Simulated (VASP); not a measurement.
# In (Pm-3m) in VASP: a series of runs

The runs below take In through single point, with r2SCAN, r2SCAN0.

Everything below comes from runs of VASP 6.6.1. Logs are shortened: lines on timing, memory, paths and dates and some standing lists are left out, and cuts for length are marked.

## 1. The cell of the first run

It takes space group Pm-3m (No. 221, cubic). Conventional cell: a = 3.044 Å, b = 3.044 Å, c = 3.044 Å, α = 90.00°, β = 90.00°, γ = 90.00°. In (site symmetry m-3m) has 6 In at 3.04 Å within 4.0 Å.

This isn't the form of In at room conditions, which is tetragonal.

## 2. Single point, r2SCAN, non-collinear spin, zero start, spin-orbit coupling

POSCAR reads:

```
In
1.0
    3.0437040583      0.0000000000      0.0000000000
    0.0000000000      3.0437040583      0.0000000000
    0.0000000000      0.0000000000      3.0437040583
In
1
Direct
    0.0000000000      0.0000000000      0.0000000000
```

INCAR.step1 reads:

```
SYSTEM = In
ALGO = Normal
EDIFF = 1E-4
ENCUT = 520
GGA = PE
GGA_COMPAT = .False.
ISMEAR = -1
LASPH = .True.
LCHARG = .False.
LNONCOLLINEAR = .True.
LREAL = .False.
LSORBIT = .True.
LWAVE = .True.
MAGMOM = 0 0 0
NBANDS = 24
NELM = 150
PREC = Accurate
SIGMA = 0.1
```

INCAR.step2 reads:

```
SYSTEM = In
ALGO = Normal
EDIFF = 1E-6
ENCUT = 520
GGA_COMPAT = .False.
ISIF = 2
ISMEAR = -1
ISTART = 1
LASPH = .True.
LCHARG = .False.
LMIXTAU = .True.
LNONCOLLINEAR = .True.
LORBIT = 11
LORBMOM = .True.
LREAL = .False.
LSORBIT = .True.
LWAVE = .False.
MAGMOM = 0 0 0
METAGGA = R2SCAN
NBANDS = 24
NELM = 150
PREC = Accurate
SIGMA = 0.1
```

KPOINTS reads:

```
k-points
0
Gamma
  10 10 10
  0 0 0
```

Potentials or basis: VASP PAW PBE potentials, release 64 (In_d).

The run is started by

```bash
cat potpaw_PBE.64/In_d/POTCAR > POTCAR
cp INCAR.step1 INCAR
mpirun -np 1 vasp_ncl > vasp.out
cp INCAR.step2 INCAR
mpirun -np 1 vasp_ncl > vasp.out
```

OUTCAR:

```text
SYSTEM = In
   EDIFF = 1E-6
   ENCUT = 520
   ISIF = 2
   ISMEAR = -1
   ISTART = 1
   LASPH = .True.
   LNONCOLLINEAR = .True.
   LORBIT = 11
   LREAL = .False.
   LSORBIT = .True.
   METAGGA = R2SCAN
   NELM = 150
   PREC = Accurate

 ion  position               nearest neighbor table
   1  0.000  0.000  0.000-

  LATTYP: Found a simple cubic cell.
 ALAT       =     3.0437040583

  Lattice vectors:

 A1 = (   3.0437040583,   0.0000000000,   0.0000000000)
 A2 = (   0.0000000000,   3.0437040583,   0.0000000000)
 A3 = (   0.0000000000,   0.0000000000,   3.0437040583)

Analysis of symmetry for initial positions (statically):
=====================================================================
 Subroutine PRICEL returns:
 Original cell was already a primitive cell.

 Routine SETGRP: Setting up the symmetry group for a
 simple cubic supercell.

 Subroutine GETGRP returns: Found 48 space group operations
 (whereof 48 operations were pure point group operations)
 out of a pool of 48 trial point group operations.

The static configuration has the point symmetry O_h .

Analysis of symmetry for dynamics (positions and initial velocities):
=====================================================================
 Subroutine PRICEL returns:
 Original cell was already a primitive cell.

 Routine SETGRP: Setting up the symmetry group for a
 simple cubic supercell.

 Subroutine GETGRP returns: Found 48 space group operations
 (whereof 48 operations were pure point group operations)
 out of a pool of 48 trial point group operations.

The dynamic configuration has the point symmetry O_h .

Analysis of structural, dynamic, and magnetic symmetry:
=====================================================================
 Subroutine PRICEL returns:
 Original cell was already a primitive cell.

 Routine SETGRP: Setting up the symmetry group for a
 simple cubic supercell.

 Subroutine GETGRP returns: Found 48 space group operations
 (whereof 48 operations were pure point group operations)
 out of a pool of 48 trial point group operations.

The overall configuration has the point symmetry O_h .

 Subroutine INISYM returns: Found 48 space group operations
 (whereof 48 operations are pure point group operations),
 and found     1 'primitive' translations

----------------------------------------------------------------------------------------

                                     Primitive cell

  volume of cell :      28.1973

  direct lattice vectors                    reciprocal lattice vectors
     3.043704058  0.000000000  0.000000000     0.328547053  0.000000000  0.000000000
     0.000000000  3.043704058  0.000000000     0.000000000  0.328547053  0.000000000
     0.000000000  0.000000000  3.043704058     0.000000000  0.000000000  0.328547053

  length of vectors
     3.043704058  3.043704058  3.043704058     0.328547053  0.328547053  0.328547053

  position of ions in fractional coordinates (direct lattice)
     0.000000000  0.000000000  0.000000000

  ion indices of the primitive-cell ions
   primitive index   ion index
                 1           1

----------------------------------------------------------------------------------------

 KPOINTS: k-points

Automatic generation of k-mesh.
 Grid dimensions read from file:
 generate k-points for:   10   10   10

 Generating k-lattice:

  Cartesian coordinates                     Fractional coordinates (reciprocal lattice)
     0.032854705  0.000000000  0.000000000     0.100000000  0.000000000  0.000000000
[... 47 lines left out ...]
   NGX,Y,Z   is equivalent  to a cutoff of  13.11, 13.11, 13.11 a.u.
   NGXF,Y,Z  is equivalent  to a cutoff of  26.22, 26.22, 26.22 a.u.
 SYSTEM =  In
   PREC   = accura    normal or accurate (medium, high low for compatibility)
   ISTART =      1    job   : 0-new  1-cont  2-samecut
   ICHARG =      0    charge: 1-file 2-atom 10-const
   ISPIN  =      1    spin polarized calculation?
   LNONCOLLINEAR =      T non collinear calculations
   LSORBIT =      T    spin-orbit coupling
   LASPH  =      T    aspherical Exc in radial PAW
   ENCUT  =  520.0 eV  38.22 Ry    6.18 a.u.   5.66  5.66  5.66*2*pi/ulx,y,z
   NELM   =    150;   NELMIN=  2; NELMDL=  0     # of ELM steps
   EDIFF  = 0.1E-05   stopping-criterion for ELM
   LREAL  =      F    real-space projection
   EDIFFG = 0.1E-04   stopping-criterion for IOM
   NSW    =      0    number of steps for IOM
   IBRION =     -1    ionic relax: 0-MD 1-quasi-New 2-CG
   NFREE  =      0    steps in history (QN), initial steepest desc. (CG)
   ISIF   =      2    stress and relaxation
   ISYM   =      2    0-nonsym 1-usesym 2-fastsym
   POTIM  = 0.5000    time-step for ionic-motion
   TEBEG  =    0.0;   TEEND  =   0.0 temperature during run
   PSTRESS=    0.0 pullay stress
   NELECT =      13.0000    total number of electrons
   NUPDOWN=      -1.0000    fix difference up-down
   EMIN   =  10.00;   EMAX   =-10.00  energy-range for DOS
   EFERMI =   0.00;   METHOD = LEGACY
   ISMEAR =    -1;   SIGMA  =   0.10  broadening in eV -4-tet -1-fermi 0-gaus
   EFERMI_NEDOS =   21; number of points for ismear=-14 and -15
   IALGO  =     38    algorithm
   IMIX   =      4    mixing-type and parameters
     AMIX     =   0.40;   BMIX     =  1.00
     AMIX_MAG =   1.60;   BMIX_MAG =  1.00
  volume/ion in A,a.u.               =      28.20       190.28
  Fermi-wavevector in a.u.,A,eV,Ry     =   1.264698  2.389933 21.761991  1.599461
  Thomas-Fermi vector in A             =   2.397990
   LORBIT       =     11    0 simple, 1 ext, 2 COOP (PROOUT), +10 PAW based schemes
   METAGGA = R2SCAN    functional components
   LHFCALC =     F    Hartree Fock is set to
   AEXX    =    0.0000 exact exchange contribution
   IVDW    =     0    specifies the selected vdW correction
   LEPSILON=     F    determine dielectric tensor
   LRPA    =     F    only Hartree local field effects (RPA)
  energy-cutoff  :      520.00
  volume of cell :       28.20
 maximum number of plane-waves:      1544
 NGX is ok and might be reduce to    24
   NGX = 11   NGY = 11   NGZ = 11

 number of electron      13.0000000 magnetization      -0.0000000      0.0000000      0.0000000

 number of electron      13.0000000 magnetization      -0.0000000      0.0000000     -0.0000000

 Free energy of the ion-electron system (eV)
  ---------------------------------------------------
  ext. energy  EPLUGINS =         0.00000000
  ---------------------------------------------------
  free energy    TOTEN  =       -22.57945984 eV

  energy without entropy =      -22.56349532  energy(sigma->0) =      -22.57147758

 E-fermi :   6.4511     XC(G=0): -10.5482

 val. band max:        6.4146850682   @ k =   0.4000   0.3000   0.2000
 cond. band min:       6.6069693202   @ k =   0.3000   0.0000   0.0000
 fundamental gap:      0.1922842520
 Fermi energy:         6.4511030051

 k-point     1 :       0.0000    0.0000    0.0000
  band No.  band energies     occupation
      1      -9.3131      1.00000
      2      -9.3131      1.00000
      3      -9.3131      1.00000
      4      -9.3131      1.00000
      5      -8.2861      1.00000
      6      -8.2861      1.00000
[... 637 lines left out ...]
     23      21.9918      0.00000
     24      21.9918      0.00000

 [... further k-points ...]

------------------------ aborting loop because EDIFF is reached ----------------------------------------

  FORCE on cell =-STRESS in cart. coord.  units (eV):
  Direction    XX          YY          ZZ          XY          YZ          ZX
  --------------------------------------------------------------------------------------
  -------------------------------------------------------------------------------------
  Total       -0.0152278     -0.0152278     -0.0152278      0.0000000     -0.0000000      0.0000000
  in kB       -0.8652482     -0.8652482     -0.8652482      0.0000000     -0.0000000      0.0000000
  external PRESSURE =      -0.8652482 kB  Pullay stress =       0.0000000 kB

 VOLUME and BASIS-vectors are now :
 -----------------------------------------------------------------------------
  energy-cutoff  :      520.00
  volume of cell :       28.20
      direct lattice vectors                 reciprocal lattice vectors
     3.043704058  0.000000000  0.000000000     0.328547053  0.000000000  0.000000000
     0.000000000  3.043704058  0.000000000     0.000000000  0.328547053  0.000000000
     0.000000000  0.000000000  3.043704058     0.000000000  0.000000000  0.328547053

 POSITION                                       TOTAL-FORCE (eV/Angst)
 -----------------------------------------------------------------------------------
      0.00000      0.00000      0.00000         0.000000      0.000000      0.000000
 -----------------------------------------------------------------------------------
    total drift:                                0.000000     -0.000000      0.000000

  FREE ENERGIE OF THE ION-ELECTRON SYSTEM (eV)
  ---------------------------------------------------
  free  energy   TOTEN  =       -22.5794598420 eV

  energy  without entropy=      -22.5634953250  energy(sigma->0) =      -22.57147758

 orbital moment (x)

 # of ion     p       d       tot
 ----------------------------------------
  1         0.000  -0.000  -0.000
 ----------------------------------------
            0.000  -0.000  -0.000

 orbital moment (y)

 # of ion     p       d       tot
 ----------------------------------------
  1         0.000   0.000   0.000
 ----------------------------------------
            0.000   0.000   0.000

 orbital moment (z)

 # of ion     p       d       tot
 ----------------------------------------
  1         0.000  -0.000  -0.000
 ----------------------------------------
            0.000  -0.000  -0.000

 Spin-Orbit-Coupling matrix elements

 Ion:    1  E_soc:     -0.0711202
 l=   1
     0.0000000    -0.0055783    -0.0055783
    -0.0055783     0.0000000    -0.0055783
    -0.0055783    -0.0055783     0.0000000
 l=   2
     0.0000000    -0.0012607     0.0000000    -0.0012607    -0.0050144
    -0.0012607     0.0000000    -0.0037608    -0.0012607    -0.0012536
     0.0000000    -0.0037608     0.0000000    -0.0037608     0.0000000
    -0.0012607    -0.0012607    -0.0037608     0.0000000    -0.0012536
    -0.0050144    -0.0012536     0.0000000    -0.0012536     0.0000000
 l=   3
     0.0000000     0.0000000     0.0000000     0.0000000     0.0000000     0.0000000     0.0000000
     0.0000000     0.0000000     0.0000000     0.0000000     0.0000000     0.0000000     0.0000000
     0.0000000     0.0000000     0.0000000     0.0000000     0.0000000     0.0000000     0.0000000
     0.0000000     0.0000000     0.0000000     0.0000000     0.0000000     0.0000000     0.0000000
     0.0000000     0.0000000     0.0000000     0.0000000     0.0000000     0.0000000     0.0000000
     0.0000000     0.0000000     0.0000000     0.0000000     0.0000000     0.0000000     0.0000000
     0.0000000     0.0000000     0.0000000     0.0000000     0.0000000     0.0000000     0.0000000

 total charge

# of ion       s       p       d       tot
------------------------------------------
    1        0.970   0.605   9.835  11.410

 magnetization (x)

# of ion       s       p       d       tot
------------------------------------------
    1        0.000   0.000   0.000   0.000

 magnetization (y)

# of ion       s       p       d       tot
------------------------------------------
    1        0.000   0.000  -0.000   0.000

 magnetization (z)

# of ion       s       p       d       tot
------------------------------------------
    1       -0.000  -0.000   0.000  -0.000
```

It took 5.4 min on 1 thread of Intel Xeon 8259CL, shared host; peak memory 0.24 GiB.

Results:

```yaml
Free_energy: -22.5795 eV
Pressure: -0.1 GPa
Net_moment: 0.00 μB per cell
Valence_electrons_inside_the_program's_atomic_spheres: In 11.41
```

Moments on the atoms (μB; x, y, z):
```
In  0.00 0.00 0.00
```

Caveat: the PAW data sets were made with another functional, which shifts forces and pressure a little.

## 3. Single point, r2SCAN

POSCAR reads:

```
In
1.0
    3.0437040649      0.0000000000      0.0000000000
    0.0000000000      3.0437040649      0.0000000000
    0.0000000000      0.0000000000      3.0437040649
In
1
Direct
    0.0000000000      0.0000000000      0.0000000000
```

INCAR.step1 reads:

```
ALGO     = Normal         # electronic algorithm
EDIFF    = 1E-4           # SCF threshold, eV
ENCUT    = 520            # plane-wave cutoff, eV
GGA      = PE             # functional
ISMEAR   = -1             # smearing method
LASPH    = T              # aspherical terms in the spheres
LCHARG   = F              # write CHGCAR
LREAL    = F              # projectors in reciprocal space
LWAVE    = T              # write WAVECAR
NBANDS   = 12             # bands
NELM     = 60             # most SCF steps
PREC     = Accurate       # precision mode
SIGMA    = 0.1            # smearing width, eV
```

INCAR.step2 reads:

```
ALGO     = Normal         # electronic algorithm
EDIFF    = 1E-7           # SCF threshold, eV
ENCUT    = 520            # plane-wave cutoff, eV
ISIF     = 2              # what is computed and relaxed
ISMEAR   = -1             # smearing method
ISTART   = 1            
LASPH    = T              # aspherical terms in the spheres
LCHARG   = F              # write CHGCAR
LMIXTAU  = T            
LREAL    = F              # projectors in reciprocal space
LWAVE    = F              # write WAVECAR
METAGGA  = R2SCAN         # meta-GGA
NBANDS   = 12             # bands
NELM     = 60             # most SCF steps
PREC     = Accurate       # precision mode
SIGMA    = 0.1            # smearing width, eV
```

KPOINTS reads:

```
k-points
0
Gamma
  5 5 5
```

Potentials or basis: VASP PAW PBE potentials, release 64 (In_d).

The run is started by

```bash
cat potpaw_PBE.64/In_d/POTCAR > POTCAR
cp INCAR.step1 INCAR
mpirun -np 1 vasp_std > vasp.out
cp INCAR.step2 INCAR
mpirun -np 1 vasp_std > vasp.out
```

Wall time 39 s (1 thread of Intel Xeon 8259CL, shared host); peak memory 0.14 GiB.

Results (log left out):

```
Free energy            : -22.5496 eV
Pressure               : -0.3 GPa
Band gap on the k mesh : zero (an odd number of electrons rules out a gap without spin polarisation)
```

Levels at points of the mesh, in eV from the Fermi level:
```csv
k point,band 2,band 3,band 4,band 5,band 6,band 7,band 8,band 9,band 10,band 11
"(0.00, 0.00, 0.00)",-15.42,-14.64,-14.64,-14.64,-9.36,7.91,7.91,7.91,11.11,11.11
```

Caveat: the k points lie up to 0.41 Å⁻¹ apart, too coarse for converged energies and pressures of a metal; the PAW data sets were made with another functional, which shifts forces and pressure a little; spin-orbit coupling is left out, which moves the levels of the heavy elements.

## 4. Single point, r2SCAN0

POSCAR is that of step 3.

INCAR.step1 reads:

```
SYSTEM = In
PREC = Accurate
ENCUT = 520
EDIFF = 1E-5
ISMEAR = -1
SIGMA = 0.1
LREAL = .FALSE.
LASPH = .TRUE.
NELM = 100
ALGO = Normal
ISIF = 2
LWAVE = .TRUE.
LCHARG = .FALSE.
NBANDS = 12
GGA = PE
```

INCAR.step2 reads:

```
SYSTEM = In
PREC = Accurate
ENCUT = 520
EDIFF = 1E-7
ISMEAR = -1
SIGMA = 0.1
LREAL = .FALSE.
LASPH = .TRUE.
NELM = 100
ALGO = Normal
ISIF = 2
LWAVE = .FALSE.
LCHARG = .FALSE.
METAGGA = R2SCAN
LHFCALC = .TRUE.
AEXX = 0.25
LMIXTAU = .TRUE.
PRECFOCK = Normal
NBANDS = 12
ISTART = 1
```

KPOINTS reads:

```
regular mesh
0
G
  5 5 5
  0 0 0
```

The run is started by

```bash
cat potpaw_PBE.64/In_d/POTCAR > POTCAR
cp INCAR.step1 INCAR
mpirun -np 1 vasp_std > vasp.out
cp INCAR.step2 INCAR
mpirun -np 1 vasp_std > vasp.out
```

Run time: 6.7 min. Hardware: 1 thread of Intel Xeon 8259CL, shared host; peak memory 0.15 GiB.

The run converged. Its results:

| Item | Value |
| --- | --- |
| Free energy | -18.2739 eV |
| Pressure | -1.0 GPa |
| Band gap on the k mesh | zero (an odd number of electrons rules out a gap without spin polarisation) |

Levels at points of the mesh, in eV from the Fermi level:
| k point | band 2 | band 3 | band 4 | band 5 | band 6 | band 7 | band 8 | band 9 | band 10 | band 11 |
| --- | --- | --- | --- | --- | --- | --- | --- | --- | --- | --- |
| (0.00, 0.00, 0.00) | -17.56 | -16.77 | -16.77 | -16.77 | -10.76 | 9.06 | 9.06 | 9.06 | 12.19 | 12.19 |

Caveat: the k points lie up to 0.41 Å⁻¹ apart, too coarse for converged energies and pressures of a metal; the PAW data sets were made with another functional, which shifts forces and pressure a little; spin-orbit coupling is left out, which moves the levels of the heavy elements.

## 5. The runs side by side

```csv
level,spin,k mesh,grid for exact exchange (PRECFOCK),share of exact exchange,gap on the mesh (eV),pressure (GPa)
r2SCAN,"non-collinear, zero start, SOC",10 × 10 × 10,-,-,-,-0.1
r2SCAN,off,5 × 5 × 5,-,-,none,-0.3
r2SCAN0,off,5 × 5 × 5,Normal,0.25,none,-1.0
```

Alike in all rows: task single point; potentials or basis VASP PAW PBE potentials, release 64 (In_d); cell as given; cutoff (eV) 520; smearing fermi-dirac 0.1 eV.

Caveats: some runs use coarse meshes; the PAW data sets were made with another functional, which shifts forces and pressure a little; spin-orbit coupling is left out, which moves the levels of the heavy elements (at least some runs).

Absolute energies hang on the potentials; compare differences alone.
